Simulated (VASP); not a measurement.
Wanted: the native input for a VASP 6.6.1 run.

* Task: single point
* Functional: PBE
* Potentials or basis: VASP PAW PBE potentials, release 64 (K_sv, F)
* Cutoff: 520 eV
* k mesh: 8 × 8 × 8
* Occupations: fermi-dirac, width 0.02 eV
* Spin: no spin polarisation
* Dipole correction: no
* Further INCAR settings: ALGO = Normal; EDIFF = 1e-06; NBANDS = 15

The structure of KF lies in POSCAR:

```
KF
1.0
    0.0000000000      2.6589605554      2.6589605554
    2.6589605554      0.0000000000      2.6589605554
    2.6589605554      2.6589605554      0.0000000000
K F
1 1
Direct
    0.0000000000      0.0000000000      0.0000000000
    0.5000000000      0.5000000000      0.5000000000
```

The input as run:

INCAR

```
PREC = Accurate ; ENCUT = 520
EDIFF = 1E-6 ; ISMEAR = -1
SIGMA = 0.02 ; LREAL = F
LASPH = T ; NELM = 100
ALGO = Normal ; ISIF = 2
LWAVE = F ; LCHARG = T
GGA = PE ; LELF = T
LVHAR = T ; NBANDS = 15
```

KPOINTS

```
regular mesh
0
Gamma
  8 8 8
```

Potentials or basis: VASP PAW PBE potentials, release 64 (K_sv, F).

The run is started by

```sh
$ cat potpaw_PBE.64/K_sv/POTCAR potpaw_PBE.64/F/POTCAR > POTCAR
$ mpirun -np 1 vasp_std > vasp.out
```

Results of the run:

```
Pressure               : 2.0 GPa
Band gap on the k mesh : 6.24 eV
```

Wall time 12 s on 1 thread of AMD EPYC 7R13 Processor (Zen 3) (shared host), peak memory 0.13 GiB.
